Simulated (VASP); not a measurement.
Set up this calculation in VASP 6.6.1, as the native input.

| Property | Result |
| --- | --- |
| Task | single point |
| Functional | PBEsol |
| Potentials or basis | VASP PAW PBE potentials, release 64 (Ni) |
| Cutoff | 520 eV |
| k mesh | 6 × 6 × 6 |
| Occupations | gaussian, width 0.1 eV |
| Spin | collinear spin, ferromagnetic start |
| Starting moments | [2.0, 2.0, 2.0] μB |
| Dipole correction | no |
| Further INCAR settings | ALGO = Normal; EDIFF = 1e-06; NBANDS = 26 |

The structure of Ni lies in POSCAR:

```
Ni
1.0
    3.2077354665      0.0000000000      0.0000000000
   -1.6038677333      2.7779804027      0.0000000000
    0.0000000000      0.0000000000      3.6392832653
Ni
3
Direct
    0.2254000000      0.0000000000      0.3333333333
    0.0000000000      0.2254000000      0.6666666667
    0.7746000000      0.7746000000      0.0000000000
```

These files were run (other wordings do the same):

INCAR

```
SYSTEM = Ni
PREC = Accurate
ENCUT = 520
EDIFF = 1E-6
ISMEAR = 0
SIGMA = 0.1
LREAL = .False.
LASPH = .True.
NELM = 150
ALGO = Normal
ISIF = 2
LWAVE = .False.
LCHARG = .False.
ISPIN = 2
MAGMOM = 2 2 2
LORBIT = 11
LMAXMIX = 4
GGA = PS
NBANDS = 26
```

KPOINTS

```
Automatic mesh
0
Gamma
  6 6 6
  0 0 0
```

Potentials or basis: VASP PAW PBE potentials, release 64 (Ni).

Command:

```sh
$ cat potpaw_PBE.64/Ni/POTCAR > POTCAR
$ mpirun -np 1 vasp_std > vasp.out
```

Results of the run:

```yaml
Pressure: 86.1 GPa
Largest_force: 13.790 eV/Å
Net_moment: 1.63 μB per cell
Site_moments: Ni +0.53 μB
Valence_electrons_inside_the_program's_atomic_spheres: Ni 9.89
```

Caveat: the k points lie up to 0.38 Å⁻¹ apart; the PAW data sets were made with another functional, which shifts forces and pressure a little.

Wall time 26 s on 1 thread of Intel(R) Xeon(R) Platinum 8488C (Sapphire Rapids), on a shared host, peak memory 0.17 GiB.
